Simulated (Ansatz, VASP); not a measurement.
## Ru: VASP beside Ansatz

```xyz
2
Lattice="0.0000 2.6718 2.6718 2.6718 0.0000 2.6718 2.6718 2.6718 0.0000" Properties=species:S:1:pos:R:3 pbc="T T T"
Ru    0.0000    0.0000    0.0000
Ru    1.3359    1.3359    1.3359
```

Change from the starting cell: volume scaled by 0.9405.

Alike in both runs: task single point; functional PBE; k mesh 10 × 10 × 10; occupations fermi-dirac, width 0.03 eV; no spin polarisation.

|  | VASP | Ansatz |
| --- | --- | --- |
| version | VASP 6.6.1 | Ansatz 0.2.0 |
| potentials or method | VASP PAW PBE potentials, release 64 (Ru_pv), cutoff 520 eV | all-electron LAPW, scalar-relativistic |

VASP gave:

```
pressure (GPa) : 12.0
```

**Question.** Which values does Ansatz return?

**Answer.** Pressure (GPa): 11.6.

Ansatz ran all-electron here, and VASP with PAW potentials.
